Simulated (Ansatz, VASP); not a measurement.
**Two plane-wave programs on Te3P**

```xyz
4
Lattice="4.8198 0.0000 0.0000 0.0000 4.8198 0.0000 0.0000 0.0000 4.7703" Properties=species:S:1:pos:R:3 pbc="T T T"
Te    0.0000    2.4099    2.3851
Te    2.4099    0.0000    2.3851
Te    2.4099    2.4099    0.0000
P     0.0000    0.0000    0.0000
```

Alike in both runs: task relaxation of cell and atoms; functional PBE; k mesh 4 × 4 × 4; occupations gaussian, width 0.1 eV; no spin polarisation.

|  | VASP | Ansatz |
| --- | --- | --- |
| version | VASP 6.6.1 | Ansatz 0.2.0 |
| potentials or method | VASP PAW PBE potentials, release 64 (Te, P), cutoff 600 eV | scalar-relativistic, plane waves, PAW |
| valence electrons in the cell | 23 | 53 |

|  | VASP | Ansatz | Ansatz less VASP |
| --- | --- | --- | --- |
| gap on the k mesh at the Fermi level, each at its own relaxed structure (eV) | none | none | - |
| relaxed volume (Å³/atom) | 25.34 | 25.21 | -0.132 |
| relaxed length of the cell vector where the two differ most in proportion (Å) | 3.321 | 3.871 | +0.5498 |

A gap of «none» marks a metal or a gap that the smearing closes. One of these differences is far larger than is usual between the two programs; its cause wasn't traced. VASP's potentials hold 23 valence electrons a cell and Ansatz's 53, so a difference there can come from the potentials and not from the codes.

Neither program's run includes spin-orbit coupling. Noted on VASP's run: too few bands were computed for a metal, which touches its energy and stress.
